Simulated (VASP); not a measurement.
Input of a VASP 6.6.1 run:

File POSCAR:

```
LiSi16
1.0
    0.0000000000      5.4300000000      5.4300000000
    5.4300000000      0.0000000000      5.4300000000
    5.4300000000      5.4300000000      0.0000000000
Si Li
16 1
Direct
    0.0006040516     -0.0022907919      0.0005791897
    0.1227960405      0.1271225599      0.1227687845
   -0.0071863720      0.0024456722      0.5020953959
    0.1227765193      0.1271144567      0.6267829650
    0.0006066298      0.5009171271      0.0005817680
    0.1248105893      0.6251080110      0.1247872007
    0.0005961326      0.5009108656      0.4973889503
    0.1227823204      0.6231224678      0.6267867403
    0.5021224678      0.0024465930     -0.0072149171
    0.6268080110      0.1271150092      0.1227501842
    0.5020960405      0.0024229282      0.5020698895
    0.6247653775      0.1251327808      0.6247366483
    0.4974122468      0.5009115101      0.0005717311
    0.6268116022      0.6231233886      0.1227559853
    0.5021066298      0.4931793738      0.5020804788
    0.6267983425      0.6231088398      0.6267740331
    0.3747506446      0.8751401473      0.3747204420
```

The input INCAR.step1:

```
ALGO = Normal
EDIFF = 1E-4
ENCUT = 520
GGA = PE
ISMEAR = 0
LASPH = T
LCHARG = F
LREAL = Auto
LWAVE = T
NBANDS = 48
NELECT = 66.0
NELM = 100
PREC = Accurate
SIGMA = 0.05
```

File INCAR.step2:

```
ALGO = Normal
EDIFF = 1E-7
ENCUT = 520
ISIF = 2
ISMEAR = 0
ISTART = 1
LASPH = T
LCHARG = F
LMIXTAU = T
LREAL = Auto
LWAVE = F
METAGGA = R2SCAN
NBANDS = 48
NELECT = 66.0
NELM = 100
PREC = Accurate
SIGMA = 0.05
```

The input KPOINTS:

```
k-points
0
Gamma
  2 2 2
```

Potentials or basis: VASP PAW PBE potentials, release 64 (Si, Li_sv).

The run is started by

```bash
$ cat potpaw_PBE.64/Si/POTCAR potpaw_PBE.64/Li_sv/POTCAR > POTCAR
$ cp INCAR.step1 INCAR
$ mpirun -np 1 vasp_std > vasp.out
$ cp INCAR.step2 INCAR
$ mpirun -np 1 vasp_std > vasp.out
```

Task: Predict the largest force.

Result: 0.007 eV/Å.

Forces on the atoms (eV/Å):
```
Si   0.001 -0.001  0.001
Si   0.000  0.000  0.000
Si  -0.001  0.001  0.001
Si  -0.001  0.000  0.000
Si   0.000  0.000  0.000
Si   0.000  0.002  0.000
Si   0.001  0.001 -0.001
Si   0.000  0.000  0.001
Si   0.001  0.001 -0.001
Si   0.000  0.000 -0.001
Si  -0.001  0.000 -0.001
Si   0.001  0.003  0.001
Si  -0.001  0.001  0.001
Si   0.001  0.000  0.000
Si   0.001  0.000  0.001
Si   0.000 -0.002  0.000
Li  -0.001 -0.007 -0.001
```

Caveat: the k points lie up to 0.50 Å⁻¹ apart; the cell carries a net charge on a neutralising background, which shifts energy and pressure; the PAW data sets were made with another functional, which shifts forces and pressure a little.
